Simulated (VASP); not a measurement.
Here is a VASP 6.6.1 calculation.

The input INCAR:

```
SYSTEM = ZnS
PREC = Accurate
ENCUT = 520
EDIFF = 1E-8
ISMEAR = 0
SIGMA = 0.01
LREAL = .False.
LASPH = .True.
NELM = 60
ALGO = Normal
ISIF = 2
LWAVE = .False.
LCHARG = .False.
GGA = PE
NBANDS = 16
IBRION = 8
NSW = 1
LEPSILON = .True.
```

Contents of KPOINTS:

```
Automatic mesh
0
Gamma
  10 10 10
  0 0 0
```

Contents of POSCAR:

```
ZnS
1.0
    0.0000000000      2.5051979077      2.5051979077
    2.5051979077      0.0000000000      2.5051979077
    2.5051979077      2.5051979077      0.0000000000
Zn S
1 1
Direct
    0.0000000000      0.0000000000      0.0000000000
    0.7500000000      0.7500000000      0.7500000000
```

Potentials or basis: VASP PAW PBE potentials, release 64 (Zn, S).

The run is started by

```bash
$ cat potpaw_PBE.64/Zn/POTCAR potpaw_PBE.64/S/POTCAR > POTCAR
$ mpirun -np 1 vasp_std > vasp.out
```

Task: Estimate the electronic dielectric tensor (diagonal).

Result: 6.05.

Task: What does it give for the Born charges (mean of the diagonal)?

Result: Zn +1.69; S -1.69 e.

Task: What does it give for the highest phonon frequency at Γ, LO-TO splitting left out?

Result: 391 cm⁻¹.

Electronic dielectric tensor:
```
6.05 0.00 0.00
0.00 6.05 0.00
0.00 0.00 6.05
```

Caveat: the cell stands under pressure or tension, which shifts response properties.
